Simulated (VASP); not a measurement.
W4N, 10 atoms in the cell. The typed cell holds 10 atoms: a = 4.229 Å, b = 4.895 Å, c = 7.651 Å, α = 86.38°, β = 74.31°, γ = 64.49°. 

```yaml
Program: VASP 6.6.1
Task: single point
Functional: PBE
Potentials_or_basis: VASP PAW PBE potentials, release 64 (W_sv, N)
Cutoff: 520 eV
k_mesh: 6 × 4 × 4
Occupations: gaussian, width 0.1 eV
Spin: no spin polarisation
Dipole_correction: no
Further_INCAR_settings: ALGO = Normal; EDIFF = 1e-06; NBANDS = 72
```

Potentials or basis: VASP PAW PBE potentials, release 64 (W_sv, N).

Launch:

```sh
$ cat potpaw_PBE.64/W_sv/POTCAR potpaw_PBE.64/N/POTCAR > POTCAR
$ mpirun -np 1 vasp_std > vasp.out
```

Hardware: 1 thread of Oxide Virtual Turin-like Processor, on a shared host.

Problem. How long does it take, and how much memory?

Solution. It took 16 min on 1 thread of Oxide Virtual Turin-like Processor (shared host), peak memory 0.44 GiB. Counts: scf iterations 17, k points 52.
